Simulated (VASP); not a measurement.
# Te in VASP: notebook

The runs below take Te through single point, with PBEsol, PBE.

All numbers are computed with VASP 6.6.1; they aren't measurements. Logs are shortened: lines on timing, memory, paths and dates and some standing lists are left out, and cuts for length are marked.

## (1) The cell of the first run

The typed cell holds 1 atom: a = 3.193 Å, b = 3.115 Å, c = 3.155 Å, α = 92.57°, β = 95.31°, γ = 93.96°.

## (2) Single point, PBEsol

Contents of INCAR:

```
SYSTEM = Te
PREC     = Accurate       ! precision mode
ENCUT    = 520            ! plane-wave cutoff, eV
EDIFF    = 1E-6           ! SCF threshold, eV
ISMEAR   = -1             ! smearing method
SIGMA    = 0.05           ! smearing width, eV
LREAL    = .FALSE.        ! projectors in reciprocal space
LASPH    = .TRUE.         ! aspherical terms in the spheres
NELM     = 100            ! most SCF steps
ALGO     = Normal         ! electronic algorithm
ISIF     = 2              ! what is computed and relaxed
LWAVE    = .FALSE.        ! write WAVECAR
LCHARG   = .FALSE.        ! write CHGCAR
GGA      = PS             ! functional
NBANDS   = 9              ! bands
```

Contents of KPOINTS:

```
Automatic mesh
0
G
  7 7 7
  0 0 0
```

Contents of POSCAR:

```
Te
1.0
    2.3325306326      1.3774325799      1.6909537039
   -2.2792780528      1.2851964061      1.6909537039
   -0.0532525797     -2.6626289860      1.6909537039
Te
1
Direct
    0.5000000000      0.5000000000      0.5000000000
```

Potentials or basis: VASP PAW PBE potentials, release 64 (Te).

Launch:

```console
$ cat potpaw_PBE.64/Te/POTCAR > POTCAR
$ mpirun -np 1 vasp_std > vasp.out
```

OUTCAR:

```text
SYSTEM = Te
   PREC = Accurate
   ENCUT = 520
   EDIFF = 1E-6
   ISMEAR = -1
   LREAL = .FALSE.
   LASPH = .TRUE.
   NELM = 100
   ISIF = 2
   GGA = PS

 ion  position               nearest neighbor table
   1  0.500  0.500  0.500-

  LATTYP: Found a triclinic cell.
 ALAT       =     4.5321644645
 B/A-ratio  =     0.6874136023
 C/A-ratio  =     1.6174097560
 COS(alpha) =     0.0085695984
 COS(beta)  =     0.6330571495
 COS(gamma) =     0.7186674746

  Lattice vectors:

 A1 = (  -2.2260254731,   3.9478253921,   0.0000000000)
 A2 = (  -2.2792780528,   1.2851964061,   1.6909537039)
 A3 = (   2.4390357920,   6.7026905519,  -1.6909537039)

Analysis of symmetry for initial positions (statically):
=====================================================================
 Subroutine PRICEL returns:
 Original cell was already a primitive cell.

 Routine SETGRP: Setting up the symmetry group for a
 triclinic supercell.

 Subroutine GETGRP returns: Found  2 space group operations
 (whereof  2 operations were pure point group operations)
 out of a pool of  2 trial point group operations.

The static configuration has the point symmetry S_2 .

Analysis of symmetry for dynamics (positions and initial velocities):
=====================================================================
 Subroutine PRICEL returns:
 Original cell was already a primitive cell.

 Routine SETGRP: Setting up the symmetry group for a
 triclinic supercell.

 Subroutine GETGRP returns: Found  2 space group operations
 (whereof  2 operations were pure point group operations)
 out of a pool of  2 trial point group operations.

The dynamic configuration has the point symmetry S_2 .

 Subroutine INISYM returns: Found  2 space group operations
 (whereof  2 operations are pure point group operations),
 and found     1 'primitive' translations

----------------------------------------------------------------------------------------

                                     Primitive cell

  volume of cell :      31.1337

  direct lattice vectors                    reciprocal lattice vectors
     2.332530633  1.377432580  1.690953704     0.214416642  0.120901220  0.197127415
    -2.279278053  1.285196406  1.690953704    -0.219426228  0.129578078  0.197127415
    -0.053252580 -2.662628986  1.690953704     0.005009586 -0.250479298  0.197127415

  length of vectors
     3.193328059  3.115471501  3.154639977     0.315358240  0.322176296  0.318785496

  position of ions in fractional coordinates (direct lattice)
     0.500000000  0.500000000  0.500000000

  ion indices of the primitive-cell ions
   primitive index   ion index
                 1           1

----------------------------------------------------------------------------------------

 KPOINTS: Automatic mesh

Automatic generation of k-mesh.
 Grid dimensions read from file:
 generate k-points for:    7    7    7

 Generating k-lattice:

  Cartesian coordinates                     Fractional coordinates (reciprocal lattice)
     0.030630949  0.017271603  0.028161059     0.142857143  0.000000000 -0.000000000
    -0.031346604  0.018511154  0.028161059     0.000000000  0.142857143 -0.000000000
     0.000715655 -0.035782757  0.028161059     0.000000000  0.000000000  0.142857143

  Length of vectors
     0.045051177  0.046025185  0.045540785

  Shift w.r.t. Gamma in fractional coordinates (k-lattice)
     0.000000000  0.000000000  0.000000000

 Subroutine IBZKPT returns following result:
 ===========================================

 Found    172 irreducible k-points:

 Following reciprocal coordinates:
            Coordinates               Weight
  0.000000  0.000000  0.000000      1.000000
  0.142857  0.000000  0.000000      2.000000
  0.285714 -0.000000  0.000000      2.000000
  0.428571  0.000000  0.000000      2.000000
  0.000000  0.142857  0.000000      2.000000
  0.142857  0.142857 -0.000000      2.000000
[... 16 lines left out ...]
 -0.428571  0.428571 -0.000000      2.000000
 -0.285714  0.428571  0.000000      2.000000
 [... further k-points ...]
   k-points           NKPTS =    172   k-points in BZ     NKDIM =    172   number of bands    NBANDS=      9
   number of dos      NEDOS =    301   number of ions     NIONS =      1
   total plane-waves  NPLWV =  13824
   dimension x,y,z NGX =    24 NGY =   24 NGZ =   24
   dimension x,y,z NGXF=    48 NGYF=   48 NGZF=   48
   ions per type =               1
   NGX,Y,Z   is equivalent  to a cutoff of  12.49, 12.81, 12.65 a.u.
   NGXF,Y,Z  is equivalent  to a cutoff of  24.99, 25.61, 25.30 a.u.
 SYSTEM =  Te
   PREC   = accura    normal or accurate (medium, high low for compatibility)
   ISTART =      0    job   : 0-new  1-cont  2-samecut
   ICHARG =      2    charge: 1-file 2-atom 10-const
   ISPIN  =      1    spin polarized calculation?
   LNONCOLLINEAR =      F non collinear calculations
   LSORBIT =      F    spin-orbit coupling
   LASPH  =      T    aspherical Exc in radial PAW
   ENCUT  =  520.0 eV  38.22 Ry    6.18 a.u.   5.94  5.79  5.87*2*pi/ulx,y,z
   NELM   =    100;   NELMIN=  2; NELMDL= -5     # of ELM steps
   EDIFF  = 0.1E-05   stopping-criterion for ELM
   LREAL  =      F    real-space projection
   EDIFFG = 0.1E-04   stopping-criterion for IOM
   NSW    =      0    number of steps for IOM
   IBRION =     -1    ionic relax: 0-MD 1-quasi-New 2-CG
   NFREE  =      0    steps in history (QN), initial steepest desc. (CG)
   ISIF   =      2    stress and relaxation
   ISYM   =      2    0-nonsym 1-usesym 2-fastsym
   POTIM  = 0.5000    time-step for ionic-motion
   TEBEG  =    0.0;   TEEND  =   0.0 temperature during run
   PSTRESS=    0.0 pullay stress
   NELECT =       6.0000    total number of electrons
   NUPDOWN=      -1.0000    fix difference up-down
   EMIN   =  10.00;   EMAX   =-10.00  energy-range for DOS
   EFERMI =   0.00;   METHOD = LEGACY
   ISMEAR =    -1;   SIGMA  =   0.05  broadening in eV -4-tet -1-fermi 0-gaus
   EFERMI_NEDOS =   21; number of points for ismear=-14 and -15
   IALGO  =     38    algorithm
   IMIX   =      4    mixing-type and parameters
     AMIX     =   0.40;   BMIX     =  1.00
     AMIX_MAG =   1.60;   BMIX_MAG =  1.00
  volume/ion in A,a.u.               =      31.13       210.10
  Fermi-wavevector in a.u.,A,eV,Ry     =   0.945616  1.786955 12.166191  0.894190
  Thomas-Fermi vector in A             =   2.073535
   LORBIT       =      0    0 simple, 1 ext, 2 COOP (PROOUT), +10 PAW based schemes
   GGA     = PS    functional components
   LHFCALC =     F    Hartree Fock is set to
   AEXX    =    0.0000 exact exchange contribution
   IVDW    =     0    specifies the selected vdW correction
   LEPSILON=     F    determine dielectric tensor
   LRPA    =     F    only Hartree local field effects (RPA)
 non-spin polarized calculation
  energy-cutoff  :      520.00
  volume of cell :       31.13
 maximum number of plane-waves:       853
   NGX = 11   NGY = 11   NGZ = 11

 number of electron       5.9999999 magnetization

 Free energy of the ion-electron system (eV)
  ---------------------------------------------------
  ext. energy  EPLUGINS =         0.00000000
  ---------------------------------------------------
  free energy    TOTEN  =        -3.47110183 eV

  energy without entropy =       -3.46494091  energy(sigma->0) =       -3.46802137

 E-fermi :   7.0313     XC(G=0):  -9.6539

 val. band max:        6.9949281840   @ k =   0.1429   0.0000   0.4286
 cond. band min:       7.0507465334   @ k =  -0.1429  -0.1429   0.2857
 fundamental gap:      0.0558183493
 Fermi energy:         7.0313223552

 k-point     1 :       0.0000    0.0000    0.0000
  band No.  band energies     occupation
      1      -7.0495      2.00000
      2       7.8023      0.00000
      3       8.3339      0.00000
      4       8.5534      0.00000
      5      12.8783      0.00000
      6      13.0473      0.00000
      7      13.6135      0.00000
      8      23.0964      0.00000
      9      23.7981      0.00000

 k-point     2 :       0.1429    0.0000    0.0000
  band No.  band energies     occupation
      1      -6.8085      2.00000
      2       5.7931      2.00000
      3       8.3841      0.00000
      4       8.7331      0.00000
      5      13.2830      0.00000
      6      13.8160      0.00000
      7      15.5757      0.00000
      8      20.5782      0.00000
      9      21.2219      0.00000

 k-point     3 :       0.2857   -0.0000    0.0000
  band No.  band energies     occupation
      1      -6.1545      2.00000
      2       2.8951      2.00000
      3       8.8369      0.00000
      4       9.2279      0.00000
      5      13.8967      0.00000
      6      14.6351      0.00000
      7      17.9959      0.00000
      8      18.8919      0.00000
      9      20.1877      0.00000

 k-point     4 :       0.4286    0.0000    0.0000
  band No.  band energies     occupation
      1      -5.4287      2.00000
      2       0.9551      2.00000
      3       9.2852      0.00000
      4       9.7127      0.00000
      5      14.4477      0.00000
      6      15.7039      0.00000
      7      17.0666      0.00000
      8      18.0755      0.00000
      9      19.0760      0.00000
[... 205 lines left out ...]
 k-point    22 :       0.4286    0.4286   -0.0000
  band No.  band energies     occupation
      1      -3.5401      2.00000
      2       2.0920      2.00000
      3       2.7740      2.00000
      4       9.5187      0.00000
      5      10.7287      0.00000
      6      17.0317      0.00000
      7      19.0791      0.00000
      8      19.3322      0.00000
      9      19.8750      0.00000

 k-point    23 :      -0.4286    0.4286   -0.0000
  band No.  band energies     occupation
      1      -3.6066      2.00000
      2       2.2484      2.00000
      3       2.8728      2.00000
      4       9.2469      0.00000
      5      10.7268      0.00000
      6      16.9605      0.00000
      7      18.7915      0.00000
      8      19.0581      0.00000
      9      20.0896      0.00000

 k-point    24 :      -0.2857    0.4286    0.0000
  band No.  band energies     occupation
      1      -4.3574      2.00000
      2       1.8134      2.00000
      3       4.7051      2.00000
      4      10.2919      0.00000
      5      10.8476      0.00000
      6      16.1665      0.00000
      7      18.0073      0.00000
      8      19.6255      0.00000
      9      20.2013      0.00000

 [... further k-points ...]

------------------------ aborting loop because EDIFF is reached ----------------------------------------

  FORCE on cell =-STRESS in cart. coord.  units (eV):
  Direction    XX          YY          ZZ          XY          YZ          ZX
  --------------------------------------------------------------------------------------
  -------------------------------------------------------------------------------------
  Total       -0.0433563     -0.1050635     -0.0548679     -0.0883666      0.0390124     -0.0139417
  in kB       -2.2311622     -5.4066885     -2.8235660     -4.5474482      2.0076232     -0.7174550
  external PRESSURE =      -3.4871389 kB  Pullay stress =       0.0000000 kB

 VOLUME and BASIS-vectors are now :
 -----------------------------------------------------------------------------
  energy-cutoff  :      520.00
  volume of cell :       31.13
      direct lattice vectors                 reciprocal lattice vectors
     2.332530633  1.377432580  1.690953704     0.214416642  0.120901220  0.197127415
    -2.279278053  1.285196406  1.690953704    -0.219426228  0.129578078  0.197127415
    -0.053252580 -2.662628986  1.690953704     0.005009586 -0.250479298  0.197127415

 POSITION                                       TOTAL-FORCE (eV/Angst)
 -----------------------------------------------------------------------------------
      0.00000      0.00000      2.53643         0.000000      0.000000      0.000000
 -----------------------------------------------------------------------------------
    total drift:                                0.000000      0.000000     -0.000000

  FREE ENERGIE OF THE ION-ELECTRON SYSTEM (eV)
  ---------------------------------------------------
  free  energy   TOTEN  =        -3.4711018308 eV

  energy  without entropy=       -3.4649409083  energy(sigma->0) =       -3.46802137
```

Run time: 7.4 s. Hardware: 1 thread of Intel Xeon 6975P-C (Granite Rapids), shared host; peak memory 0.16 GiB.

What came out:

```yaml
Free_energy: -3.4711 eV
Pressure: -0.3 GPa
Band_gap_on_the_k_mesh: zero (band 3 reaches 9.29 eV, above the bottom of band 4 at 4.47 eV)
```

Levels at points of the mesh, in eV from the Fermi level:
```tsv
k point	band 1	band 2	band 3	band 4	band 5	band 6	band 7	band 8
(0.00, 0.00, 0.00)	-14.08	0.77	1.30	1.52	5.85	6.02	6.58	16.07
```

Caveat: the PAW data sets were made with another functional, which shifts forces and pressure a little; spin-orbit coupling is left out, which moves the levels of the heavy elements.

## (3) Single point, PBE

Contents of INCAR:

```
SYSTEM = Te
ALGO     = Normal         ! electronic algorithm
EDIFF    = 1E-6           ! SCF threshold, eV
ENCUT    = 520            ! plane-wave cutoff, eV
GGA      = PE             ! functional
ISIF     = 2              ! what is computed and relaxed
ISMEAR   = 0              ! smearing method
LASPH    = .TRUE.         ! aspherical terms in the spheres
LCHARG   = .FALSE.        ! write CHGCAR
LREAL    = .FALSE.        ! projectors in reciprocal space
LWAVE    = .FALSE.        ! write WAVECAR
NBANDS   = 9              ! bands
NELM     = 100            ! most SCF steps
PREC     = Accurate       ! precision mode
SIGMA    = 0.02           ! smearing width, eV
```

Contents of KPOINTS:

```
k-points
0
G
  9 9 9
  0 0 0
```

Contents of POSCAR:

```
Te
1.0
    3.1541904700      0.0000000000      0.0000000000
   -0.2173210954      3.1466949427      0.0000000000
   -0.2173210954     -0.2328476703      3.1380680402
Te
1
Direct
    0.5000000000      0.5000000000      0.5000000000
```

Potentials or basis: VASP PAW PBE potentials, release 64 (Te).

Launch:

```console
$ cat potpaw_PBE.64/Te/POTCAR > POTCAR
$ mpirun -np 1 vasp_std > vasp.out
```

OUTCAR:

```text
SYSTEM = Te
   EDIFF = 1E-6
   ENCUT = 520
   GGA = PE
   ISIF = 2
   ISMEAR = 0
   LASPH = .TRUE.
   LREAL = .FALSE.
   NELM = 100
   PREC = Accurate

 ion  position               nearest neighbor table
   1  0.500  0.500  0.500-

  LATTYP: Found a trigonal (rhomboedric) cell.
 ALAT       =     3.1541904700
 COS(alpha) =    -0.0688991668

  Lattice vectors:

 A1 = (   3.1541904700,   0.0000000000,   0.0000000000)
 A2 = (  -0.2173210954,   3.1466949427,   0.0000000000)
 A3 = (  -0.2173210954,  -0.2328476703,   3.1380680402)

Analysis of symmetry for initial positions (statically):
=====================================================================
 Subroutine PRICEL returns:
 Original cell was already a primitive cell.

 Routine SETGRP: Setting up the symmetry group for a
 trigonal (rhombohedral) supercell.

 Subroutine GETGRP returns: Found 12 space group operations
 (whereof 12 operations were pure point group operations)
 out of a pool of 12 trial point group operations.

[... 163 lines left out ...]
 cond. band min:       7.1071255576   @ k =   0.2222   0.1111  -0.0000
 fundamental gap:      0.0161069158
 Fermi energy:         7.1000435220

 k-point     1 :       0.0000    0.0000    0.0000
  band No.  band energies     occupation
      1      -6.8827      2.00000
      2       8.0539      0.00000
      3       8.5291      0.00000
      4       8.5291      0.00000
      5      13.1481      0.00000
      6      13.1481      0.00000
      7      13.8085      0.00000
      8      23.9171      0.00000
      9      24.0950      0.00000
[... 265 lines left out ...]
 k-point    24 :       0.4444    0.4444    0.0000
  band No.  band energies     occupation
      1      -3.2807      2.00000
      2       2.2007      2.00000
      3       2.8646      2.00000
      4       9.4831      0.00000
      5      10.9483      0.00000
      6      17.3478      0.00000
      7      19.2242      0.00000
      8      19.6542      0.00000
      9      20.0113      0.00000

 [... further k-points ...]

------------------------ aborting loop because EDIFF is reached ----------------------------------------

  FORCE on cell =-STRESS in cart. coord.  units (eV):
  Direction    XX          YY          ZZ          XY          YZ          ZX
  --------------------------------------------------------------------------------------
  -------------------------------------------------------------------------------------
  Total        0.5107338      0.5088337      0.5064782     -0.0137559     -0.0158728     -0.0148144
  in kB       26.2724316     26.1746917     26.0535203     -0.7076114     -0.8165079     -0.7620622
  external PRESSURE =      26.1668812 kB  Pullay stress =       0.0000000 kB

 VOLUME and BASIS-vectors are now :
 -----------------------------------------------------------------------------
  energy-cutoff  :      520.00
  volume of cell :       31.15
      direct lattice vectors                 reciprocal lattice vectors
     3.154190470  0.000000000  0.000000000     0.317038559  0.021895725  0.023580603
    -0.217321095  3.146694943  0.000000000     0.000000000  0.317793754  0.023580603
    -0.217321095 -0.232847670  3.138068040     0.000000000  0.000000000  0.318667405

 POSITION                                       TOTAL-FORCE (eV/Angst)
 -----------------------------------------------------------------------------------
      1.35977      1.45692      1.56903         0.000000      0.000000      0.000000
 -----------------------------------------------------------------------------------
    total drift:                                0.000000     -0.000000     -0.000000

  FREE ENERGIE OF THE ION-ELECTRON SYSTEM (eV)
  ---------------------------------------------------
  free  energy   TOTEN  =        -3.0850888982 eV

  energy  without entropy=       -3.0846786149  energy(sigma->0) =       -3.08488376
```

OSZICAR:

```text
N       E                     dE             d eps       ncg     rms          rms(c)
DAV:   1     0.176753009526E+02    0.17675E+02   -0.25238E+03  1530   0.537E+02
DAV:   2    -0.255074739397E+01   -0.20226E+02   -0.19199E+02  2069   0.722E+01
DAV:   3    -0.307612668319E+01   -0.52538E+00   -0.51972E+00  1873   0.145E+01
DAV:   4    -0.308029621449E+01   -0.41695E-02   -0.41642E-02  2129   0.149E+00
DAV:   5    -0.308033995662E+01   -0.43742E-04   -0.43741E-04  1957   0.115E-01    0.807E+00
DAV:   6    -0.308306947559E+01   -0.27295E-02   -0.73348E-04  1885   0.189E-01    0.494E+00
DAV:   7    -0.308504374138E+01   -0.19743E-02   -0.17235E-03  1642   0.289E-01    0.794E-02
DAV:   8    -0.308507957774E+01   -0.35836E-04   -0.45040E-05  2014   0.427E-02    0.372E-02
DAV:   9    -0.308508874163E+01   -0.91639E-05   -0.14099E-05  1682   0.224E-02    0.927E-03
DAV:  10    -0.308508889823E+01   -0.15660E-06   -0.27313E-07  1646   0.324E-03
   1 F= -.30850889E+01 E0= -.30848838E+01  d E =-.410283E-03
```

Wall time 17 s (1 thread of Intel Xeon Platinum 8488C (Sapphire Rapids), shared host); peak memory 0.15 GiB.

Results:

- Free energy: -3.0851 eV
- Pressure: 2.6 GPa
- Band gap on the k mesh: zero (band 3 reaches 9.50 eV, above the bottom of band 4 at 4.59 eV)

Stress tensor (GPa, compression positive):
```
 2.63 -0.07 -0.08
-0.07  2.62 -0.08
-0.08 -0.08  2.61
```

Caveat: spin-orbit coupling is left out, which moves the levels of the heavy elements.
